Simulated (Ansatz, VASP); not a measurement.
Na in VASP and in Ansatz

```
Na
1.0
     3.77952    0.00000    0.00000
    -1.88976    3.27316    0.00000
     0.00000    0.00000    6.17445
Na
2
Direct
  0.33333 0.66667 0.25000
  0.66667 0.33333 0.75000
```

Change from the starting cell: volume scaled by 1.01.

Alike in both runs: task single point; functional PBEsol; k mesh 13 × 13 × 7; occupations fermi-dirac, width 0.05 eV; no spin polarisation.

|  | VASP | Ansatz |
| --- | --- | --- |
| version | VASP 6.6.1 | Ansatz 0.2.0 |
| potentials or method | VASP PAW PBE potentials, release 64 (Na_pv), cutoff 520 eV | all-electron LAPW, scalar-relativistic |

|  | VASP | Ansatz | Ansatz less VASP |
| --- | --- | --- | --- |
| pressure (GPa) | -0.3 | -0.3 | -0.02 |
| traceless stress, the component that is largest in VASP (GPa) | 0.08 | 0.08 | -0.001 |

VASP's potentials were made for PBE, not for PBEsol. Ansatz ran all-electron here, and VASP with PAW potentials.
